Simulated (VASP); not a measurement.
A run of VASP 6.6.1 is set up as follows.

Contents of INCAR:

```
SYSTEM = Ag
PREC = Accurate ; ENCUT = 520
EDIFF = 1E-7 ; ISMEAR = -1
SIGMA = 0.1 ; LREAL = .False.
LASPH = .True. ; NELM = 100
ALGO = Normal ; ISIF = 2
LWAVE = .False. ; LCHARG = .False.
GGA = PE ; NBANDS = 30
```

KPOINTS

```
regular mesh
0
Gamma
  16 16 5
  0 0 0
```

Contents of POSCAR:

```
Ag
1.0
    2.9978235069      0.0000000000      0.0000000000
   -1.4989117534      2.5961913130      0.0000000000
    0.0000000000      0.0000000000      9.9059158842
Ag
4
Direct
    0.3333333333      0.6666666667      0.2500000000
    0.6666666667      0.3333333333      0.7500000000
    0.0000000000      0.0000000000      0.0000000000
    0.0000000000      0.0000000000      0.5000000000
```

Potentials or basis: VASP PAW PBE potentials, release 64 (Ag).

Run with:

```sh
$ cat potpaw_PBE.64/Ag/POTCAR > POTCAR
$ mpirun -np 1 vasp_std > vasp.out
```

Task: Estimate the pressure.

Result: -5.5 GPa.

Task: What does it give for the band gap on the k mesh?

Result: Zero (bands 22 and 23 overlap by 6.35 eV).

Stress tensor (GPa, compression positive):
```
-5.30  0.00  0.00
 0.00 -5.30  0.00
 0.00  0.00 -6.04
```

Caveat: the cell stands under tension.
